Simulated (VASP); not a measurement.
# HPbNO4 (P1) in VASP: a series of runs, part 2 of 2

VASP 6.6.1. Earlier steps stand in the parts before.

## (3) Single point, PBE+D3(BJ)

This run uses another cell than the first one, of 14.48 Å³/atom.

Contents of INCAR:

```
SYSTEM = HPbNO4
ALGO     = Normal         ! electronic algorithm
EDIFF    = 1E-6           ! SCF threshold, eV
ENCUT    = 600            ! plane-wave cutoff, eV
GGA      = PE             ! functional
GGA_COMPAT= .FALSE.      
ISIF     = 2              ! what is computed and relaxed
ISMEAR   = -1             ! smearing method
IVDW     = 12             ! dispersion correction
LASPH    = .TRUE.         ! aspherical terms in the spheres
LCHARG   = .FALSE.        ! write CHGCAR
LREAL    = .FALSE.        ! projectors in reciprocal space
LWAVE    = .FALSE.        ! write WAVECAR
NBANDS   = 31             ! bands
NELM     = 120            ! most SCF steps
PREC     = Accurate       ! precision mode
SIGMA    = 0.05           ! smearing width, eV
```

Contents of KPOINTS:

```
k-points
0
G
  5 5 3
  0 0 0
```

Contents of POSCAR:

```
HPbNO4
1.0
    4.2040700000      0.0000000000      0.0000000000
    2.0217200000      3.8395200000      0.0000000000
    2.0468600000      1.2790000000      6.2813200000
H Pb N O
1 1 1 4
Direct
    0.8914500000      0.6820200000      0.6279600000
    0.1442600000      0.9287200000      0.8835200000
    0.2567000000      0.2886100000      0.3017100000
    0.8310800000      0.6505600000      0.7840500000
    0.3869400000      0.2238000000      0.1129500000
    0.3110400000      0.0357600000      0.4585600000
    0.0772600000      0.6063300000      0.3227500000
```

Potentials or basis: VASP PAW PBE potentials, release 64 (H, Pb_d, N, O).

On the command line:

```
cat potpaw_PBE.64/H/POTCAR potpaw_PBE.64/Pb_d/POTCAR potpaw_PBE.64/N/POTCAR potpaw_PBE.64/O/POTCAR > POTCAR
mpirun -np 1 vasp_std > vasp.out
```

Wall time 2.9 min (1 thread of Intel Xeon 8259CL, shared host); peak memory 0.34 GiB.

Results (log left out):

| Item | Value |
| --- | --- |
| Free energy | -41.1827 eV |
| Pressure | -0.4 GPa |
| Largest force | 0.429 eV/Å |
| Band gap on the k mesh | 2.85 eV |
| Dispersion energy per atom | -0.105 eV |

Forces in eV/Å, atoms in the order of the input:
```
H   -0.001 -0.009 -0.109
Pb  -0.002  0.032  0.006
N    0.001 -0.050 -0.077
O    0.000  0.002  0.084
O    0.011 -0.136 -0.263
O    0.014 -0.262  0.292
O   -0.023  0.423  0.066
```

Stress tensor (GPa, compression positive):
```
-1.29 -0.03  0.02
-0.03 -0.04 -0.14
 0.02 -0.14  0.02
```

Levels at points of the mesh, in eV from the valence-band top:
```
           k point  band 19  band 20  band 21  band 22  band 23  band 24  band 25  band 26
(0.00, 0.00, 0.00)    -2.02    -1.53    -1.33    -0.70     3.58     4.35     5.50     6.26
```

Caveat: the standard files for N, O and F lose accuracy on very short bonds; three body term missing; spin-orbit coupling is left out, which moves the levels of the heavy elements. A k mesh can miss the band edges.

## (4) Single point, PBE

This run uses another cell than the first one, of 14.48 Å³/atom.

Contents of INCAR:

```
ALGO = Normal
EDIFF = 1E-6
ENCUT = 1340
GGA = PE
GGA_COMPAT = F
ISIF = 2
ISMEAR = -1
LASPH = T
LCHARG = F
LREAL = F
LWAVE = F
NBANDS = 31
NELM = 120
PREC = Accurate
SIGMA = 0.05
```

Contents of KPOINTS:

```
k-points
0
Gamma
  5 5 3
```

POSCAR is that of step 3.

Potentials or basis: VASP PAW PBE potentials, release 64 (H_h, Pb_d, N_h, O_h).

On the command line:

```
cat potpaw_PBE.64/H_h/POTCAR potpaw_PBE.64/Pb_d/POTCAR potpaw_PBE.64/N_h/POTCAR potpaw_PBE.64/O_h/POTCAR > POTCAR
mpirun -np 1 vasp_std > vasp.out
```

It took 10 min on 1 thread of AMD EPYC 7R13 (Zen 3), shared host; peak memory 0.76 GiB.

It converged, with:

* Free energy: -40.7220 eV
* Pressure: -0.2 GPa
* Largest force: 0.006 eV/Å
* Band gap on the k mesh: 2.88 eV (least direct gap 2.88 eV)

Forces in eV/Å, atoms in the order of the input:
```
H    0.000  0.001  0.000
Pb   0.001  0.005  0.003
N   -0.002 -0.001 -0.005
O   -0.001 -0.004  0.000
O    0.001  0.001  0.005
O    0.001  0.000  0.000
O    0.000 -0.002 -0.004
```

Levels at points of the mesh, in eV from the valence-band top:
| k point | band 20 | band 21 | band 22 | band 23 | band 24 | band 25 |
| --- | --- | --- | --- | --- | --- | --- |
| (0.00, 0.00, 0.00) | -1.53 | -1.33 | -0.69 | 3.61 | 4.35 | 5.50 |

Caveat: spin-orbit coupling is left out, which moves the levels of the heavy elements.

## (5) Single point, PBE

This run uses another cell than the first one, of 9.55 Å³/atom.

Contents of INCAR:

```
SYSTEM = HPbNO4
PREC = Accurate
ENCUT = 520
EDIFF = 1E-6
ISMEAR = -1
SIGMA = 0.05
LREAL = .FALSE.
LASPH = .TRUE.
NELM = 60
ALGO = Normal
ISIF = 2
LWAVE = .FALSE.
LCHARG = .FALSE.
GGA = PE
NBANDS = 31
```

Contents of KPOINTS:

```
regular mesh
0
G
  5 5 3
  0 0 0
```

Contents of POSCAR:

```
HPbNO4
1.0
    3.1845471629     -0.7475762761      0.1690886275
    0.8486844003      3.1574341869      0.1961587327
    1.5756806920      0.9954491912      6.3981038793
H Pb N O
1 1 1 4
Direct
    0.8036652495      0.5839364521      0.5846536375
    0.1406681669      0.9452098828      0.8863835564
    0.3076543883      0.3421246160      0.3225083934
    0.7138334789      0.5154168347      0.7431409282
    0.5165859191      0.3167562286      0.1388969075
    0.3859605222      0.1014268928      0.4849475023
    0.0303622752      0.6109290930      0.3309690748
```

Potentials or basis: VASP PAW PBE potentials, release 64 (H, Pb_d, N, O).

On the command line:

```
cat potpaw_PBE.64/H/POTCAR potpaw_PBE.64/Pb_d/POTCAR potpaw_PBE.64/N/POTCAR potpaw_PBE.64/O/POTCAR > POTCAR
mpirun -np 1 vasp_std > vasp.out
```

Wall time 53 s (1 thread of Intel Xeon Platinum 8488C (Sapphire Rapids), shared host); peak memory 0.22 GiB.

The run converged. Its results:

| Item | Value |
| --- | --- |
| Free energy | -39.1145 eV |
| Pressure | 21.0 GPa |
| Largest force | 0.486 eV/Å |
| Band gap on the k mesh | 2.60 eV (least direct gap 2.79 eV) |

Forces on the atoms (eV/Å):
```
H    0.005  0.007 -0.097
Pb   0.000  0.000  0.009
N    0.035 -0.044 -0.103
O   -0.007 -0.001  0.075
O    0.099 -0.117 -0.316
O    0.114 -0.250  0.401
O   -0.245  0.405  0.032
```

Stress tensor (GPa, compression positive):
```
20.13 -0.93 -0.02
-0.93 21.17 -0.27
-0.02 -0.27 21.70
```

Levels at points of the mesh, in eV from the valence-band top:
```
           k point  band 18  band 19  band 20  band 21  band 22  band 23  band 24  band 25  band 26  band 27
(0.00, 0.00, 0.00)    -2.65    -2.20    -2.10    -1.47    -1.18     2.99     4.94     7.81     9.75     9.82
```

Caveat: the standard files for N, O and F lose accuracy on very short bonds; the cell stands under pressure; spin-orbit coupling is left out, which moves the levels of the heavy elements.

## (6) Single point, PBE+D4

This run uses another cell than the first one, of 14.00 Å³/atom.

Contents of INCAR:

```
SYSTEM = HPbNO4
PREC = Accurate ; ENCUT = 1340
EDIFF = 1E-6 ; ISMEAR = -1
SIGMA = 0.05 ; LREAL = .FALSE.
LASPH = .TRUE. ; NELM = 120
ALGO = Normal ; ISIF = 2
LWAVE = .FALSE. ; LCHARG = .FALSE.
GGA = PE ; IVDW = 13
NBANDS = 31 ; GGA_COMPAT = .FALSE.
```

KPOINTS is that of step 5.

Contents of POSCAR:

```
HPbNO4
1.0
    4.1523236607     -0.0038680535      0.0036967637
    1.9933027572      3.7747467349     -0.0154274382
    2.0260125363      1.2280123595      6.2444493300
H Pb N O
1 1 1 4
Direct
    0.8940891031      0.6810309571      0.6229351657
    0.1383910020      0.9391074815      0.8837503466
    0.2571319690      0.2863911670      0.3039484684
    0.8321078614      0.6511109182      0.7800112482
    0.3898449748      0.2187434810      0.1139588891
    0.3134001796      0.0307701152      0.4605511001
    0.0737649101      0.6086458801      0.3263447821
```

Potentials or basis: VASP PAW PBE potentials, release 64 (H_h, Pb_d, N_h, O_h).

On the command line:

```
cat potpaw_PBE.64/H_h/POTCAR potpaw_PBE.64/Pb_d/POTCAR potpaw_PBE.64/N_h/POTCAR potpaw_PBE.64/O_h/POTCAR > POTCAR
mpirun -np 1 vasp_std > vasp.out
```

Run time: 11 min. Hardware: 1 thread of AMD EPYC 7R43 (Zen 3), shared host; peak memory 0.74 GiB.

Results (log left out):

```yaml
Free_energy: -41.6062 eV
Pressure: -0.2 GPa
Largest_force: 0.008 eV/Å
Band_gap_on_the_k_mesh: 2.80 eV
Dispersion_energy_per_atom: -0.128 eV
```

Forces on the atoms (eV/Å):
```
H    0.000  0.000 -0.001
Pb   0.000  0.005  0.007
N    0.000 -0.004 -0.001
O    0.000 -0.004 -0.002
O    0.000  0.001  0.002
O    0.001 -0.001 -0.002
O    0.000  0.002 -0.004
```

Levels at points of the mesh, in eV from the valence-band top:
| k point | band 18 | band 19 | band 20 | band 21 | band 22 | band 23 | band 24 | band 25 | band 26 | band 27 |
| --- | --- | --- | --- | --- | --- | --- | --- | --- | --- | --- |
| (0.00, 0.00, 0.00) | -2.13 | -2.08 | -1.54 | -1.46 | -0.77 | 3.56 | 4.34 | 5.64 | 6.34 | 6.43 |

Caveat: spin-orbit coupling is left out, which moves the levels of the heavy elements.

## (7) Summary

```tsv
level	potentials or basis	cell	cutoff (eV)	gap on the mesh (eV)	pressure (GPa)	largest force (eV/Å)
PBE+D3(BJ)	VASP PAW PBE potentials, release 64 (H, Pb_d, N, O)	a = 4.166, b = 4.291, c = 6.709 Å, angles 72.4, 72.3, 62.1°, 7 atoms, atomic positions A	600	2.81	0.4	0.42
PBE+D3(BJ)	VASP PAW PBE potentials, release 64 (H, Pb_d, N, O)	a = 4.204, b = 4.339, c = 6.729 Å, angles 71.9, 72.3, 62.2°, 7 atoms, atomic positions B	600	2.85	-0.4	0.43
PBE	VASP PAW PBE potentials, release 64 (H_h, Pb_d, N_h, O_h)	a = 4.204, b = 4.339, c = 6.729 Å, angles 71.9, 72.3, 62.2°, 7 atoms, atomic positions B	1340	2.88	-0.2	0.01
PBE	VASP PAW PBE potentials, release 64 (H, Pb_d, N, O)	a = 3.275, b = 3.275, c = 6.664 Å, angles 74.8, 75.8, 88.0°, 7 atoms, atomic positions C	520	2.60	21.0	0.49
PBE+D4	VASP PAW PBE potentials, release 64 (H_h, Pb_d, N_h, O_h)	a = 4.152, b = 4.269, c = 6.679 Å, angles 72.5, 72.3, 62.2°, 7 atoms, atomic positions D	1340	2.80	-0.2	0.01
```

Alike in all rows: task single point; no spin polarisation; k mesh 5 × 5 × 3; smearing fermi-dirac 0.05 eV.

Caveats: spin-orbit coupling is left out, which moves the levels of the heavy elements; the standard files for N, O and F lose accuracy on very short bonds (at least some runs); three body term missing (at least some runs); the cell stands under pressure (at least some runs).

Absolute energies hang on the potentials; compare differences alone.
